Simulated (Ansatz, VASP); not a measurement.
**Two plane-wave programs on C**

```xyz
2
Lattice="1.2224 0.7058 3.3196 -1.2224 0.7058 3.3196 0.0000 -1.4115 3.3196" Properties=species:S:1:pos:R:3 pbc="T T T"
C     0.0000    0.0000    8.2999
C     0.0000    0.0000    1.6589
```

Change from the starting cell: z stretched by -0.5 %, x and y held, PAW files.

Alike in both runs: functional LDA; k mesh 12 × 12 × 12; no spin polarisation.

Ansatz relaxed the structure, and its values are those at the end. VASP's run is a single point on that final structure, the one shown.

|  | VASP | Ansatz |
| --- | --- | --- |
| version | VASP 6.6.1 | Ansatz 0.2.0 |
| potentials or method | VASP PAW LDA potentials, release 64 (C) | PAW with Ansatz's default frozen-core files, scalar-relativistic |
| plane-wave cutoff (eV) | 520 | 420 |
| occupations | gaussian, width 0.01 eV | fixed |
| valence electrons in the cell | 8 | 8 |

|  | VASP | Ansatz | Ansatz less VASP |
| --- | --- | --- | --- |
| gap on the k mesh at the Fermi level (eV) | 0.71 | 0.71 | -0.002 |
| pressure (GPa) | 0.8 | 0.0 | -0.82 |

LDA's correlation is that of Perdew and Zunger in VASP and of Perdew and Wang (1992) in Ansatz.
